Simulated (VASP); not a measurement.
Here is a VASP 6.6.1 calculation.

Contents of INCAR:

```
PREC = Accurate
ENCUT = 520
EDIFF = 1E-7
ISMEAR = -1
SIGMA = 0.05
LREAL = F
LASPH = T
NELM = 80
ALGO = Normal
ISIF = 2
LWAVE = F
LCHARG = F
GGA = PE
IVDW = 13
NBANDS = 11
```

Contents of KPOINTS:

```
Automatic mesh
0
Gamma
  13 13 13
```

POSCAR

```
C
1.0
    0.0000000000      1.7785594982      1.7785594982
    1.7785594982      0.0000000000      1.7785594982
    1.7785594982      1.7785594982      0.0000000000
C
2
Direct
    0.7500000000      0.7500000000      0.7500000000
    0.5000000000      0.5000000000      0.5000000000
```

Potentials or basis: VASP PAW PBE potentials, release 64 (C).

Run with:

```bash
$ cat potpaw_PBE.64/C/POTCAR > POTCAR
$ mpirun -np 1 vasp_std > vasp.out
```

Task: Predict the dispersion energy per atom.

Result: -0.215 eV.

Task: Predict the band gap on the k mesh.

Result: 4.16 eV, indirect (least direct gap 5.61 eV).

A k mesh can miss the band edges. As with any semilocal functional, this PBE gap is likely too small.
